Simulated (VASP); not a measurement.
Sn:

```xyz
2
Lattice="0.0000 3.3273 3.3273 3.3273 0.0000 3.3273 3.3273 3.3273 0.0000" Properties=species:S:1:pos:R:3 pbc="T T T"
Sn    0.0000    0.0000    0.0000
Sn    1.6637    1.6637    1.6637
```

```yaml
Program: VASP 6.6.1
Task: relaxation of cell and atoms
Functional: LDA
Potentials_or_basis: VASP PAW LDA potentials, release 64 (Sn_d)
Cutoff: 600 eV
k_mesh: 12 × 12 × 12
Occupations: gaussian, width 0.1 eV
Spin: no spin polarisation
```

At the start: pressure -3.0 GPa; volume 36.84 Å³/atom.

Task: Where does the relaxation end?

Result: Over 3 steps the energy falls by 29.3 meV/atom and the volume is 33.95 Å³/atom (-7.8 %); space group Fd-3m (No. 227, to 0.05 Å).

The path:
```csv
step,energy change (eV),largest force (eV/Å),pressure (GPa),volume (Å³)
1,0.0000,0.0000,-3.01,73.67
2,-0.0546,0.0000,0.96,66.54
3,-0.0586,0.0000,0.01,67.90
```

Final structure:
```
Sn
1.0
     0.00000    3.23804    3.23804
     3.23804    0.00000    3.23804
     3.23804    3.23804    0.00000
Sn
2
Direct
  0.00000 0.00000 0.00000
  0.25000 0.25000 0.25000
```
